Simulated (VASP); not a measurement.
Crystal: AgI6.

```
CELL_PARAMETERS angstrom
0.00000 5.35497 5.35497
5.35497 0.00000 5.35497
5.35497 5.35497 0.00000
ATOMIC_POSITIONS crystal
Ag 0.00000 0.00000 0.00000
I 0.50000 0.50000 0.00000
I 0.50000 0.00000 0.50000
I 0.00000 0.00000 0.50000
I 0.00000 0.50000 0.00000
I 0.00000 0.50000 0.50000
I 0.50000 0.00000 0.00000
```

The cell was generated, and may not be a known phase.

```yaml
Program: VASP 6.6.1
Task: relaxation of cell and atoms
Functional: PBE
Potentials_or_basis: VASP PAW PBE potentials, release 64 (Ag, I)
Cutoff: 600 eV
k_mesh: 6 × 6 × 6
Occupations: gaussian, width 0.1 eV
Spin: no spin polarisation
```

At the start: pressure -1.9 GPa; volume 43.87 Å³/atom.

**Question.** How do energy, volume and symmetry change on relaxing?

**Answer.** Over 4 steps the energy falls by 38.0 meV/atom and the volume is 38.29 Å³/atom (-12.7 %); space group Fm-3m (No. 225, to 0.1 Å) before and after.

The path:
```tsv
step	energy change (eV)	largest force (eV/Å)	pressure (GPa)	volume (Å³)
1	0.0000	0.0000	-1.89	307.11
2	-0.2097	0.0000	-1.03	284.66
3	-0.2657	0.0000	-0.09	269.39
4	-0.2660	0.0000	0.01	268.00
```

Final structure:
```yaml
crystal:
  lattice:
    - [0.00000, 5.11726, 5.11726]
    - [5.11726, 0.00000, 5.11726]
    - [5.11726, 5.11726, 0.00000]
  atoms:
    - { symbol: Ag, position: [0.00000, 0.00000, 0.00000] }
    - { symbol: I, position: [0.50000, 0.50000, 0.00000] }
    - { symbol: I, position: [0.50000, 0.00000, 0.50000] }
    - { symbol: I, position: [0.00000, 0.00000, 0.50000] }
    - { symbol: I, position: [0.00000, 0.50000, 0.00000] }
    - { symbol: I, position: [0.00000, 0.50000, 0.50000] }
    - { symbol: I, position: [0.50000, 0.00000, 0.00000] }
```

Caveat: an odd number of electrons without spin polarisation forces a metal; a magnetic or distorted state may lie lower.
